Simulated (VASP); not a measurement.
## Ta2H: single point with PBEsol

The system is Ta2H.

```
Ta H
1.0
     3.21292    0.00000    0.00000
     0.00000    3.41704    0.00000
     0.00000    0.00000    3.42762
Ta H
2 1
Direct
  0.50000 0.00000 0.73008
  0.00000 0.50000 0.25084
  0.00000 0.00000 0.01908
```

This cell differs from its parent crystal: uniaxial strain along a: -4.0 %, then relaxed in part.

| Quantity | Value |
| --- | --- |
| Program | VASP 6.6.1 |
| Task | single point |
| Functional | PBEsol |
| Potentials or basis | VASP PAW PBE potentials, release 64 (Ta_pv, H) |
| Cutoff | 520 eV |
| k mesh | 12 × 12 × 12 |
| Occupations | gaussian, width 0.1 eV |
| Spin | no spin polarisation |

```json
{"Pressure": "2.7 GPa", "Largest force": "0.013 eV/Å"}
```

Forces in eV/Å, atoms in the order of the input:
```
Ta   0.000  0.000 -0.013
Ta   0.000  0.000  0.012
H    0.000  0.000  0.002
```

Stress tensor (GPa, compression positive):
```
7.66 0.00 0.00
0.00 0.23 0.00
0.00 0.00 0.18
```

Levels at points of the mesh, in eV from the Fermi level:
```tsv
k point	band 10	band 11	band 12	band 13	band 14	band 15
(0.00, 0.00, 0.00)	-0.16	0.60	0.78	2.80	3.76	4.58
(0.50, 0.00, 0.00)	-0.96	-0.58	0.52	0.66	0.88	2.25
(0.00, 0.50, 0.00)	-1.11	-0.43	1.00	1.24	1.47	2.59
(0.50, 0.50, 0.00)	-1.77	-0.62	1.55	3.23	3.67	4.67
(0.00, 0.00, 0.50)	-1.56	0.39	0.92	0.99	1.63	2.75
(0.50, 0.00, 0.50)	-1.85	-0.11	1.23	3.32	3.51	4.74
(0.00, 0.50, 0.50)	-1.27	-1.02	0.90	2.62	2.64	3.98
(0.50, 0.50, 0.50)	-1.42	-1.36	-1.01	3.92	4.36	4.52
```

Wall time 110 s on 1 thread of AMD EPYC 9R45 96-Core Processor (Zen 5), on a shared host, peak memory 0.29 GiB.

Caveat: the cell differs from its parent crystal (uniaxial strain along a: -4.0 %, then relaxed in part); the PAW data sets were made with another functional, which shifts forces and pressure a little; spin-orbit coupling is left out, which moves the levels of the heavy elements.
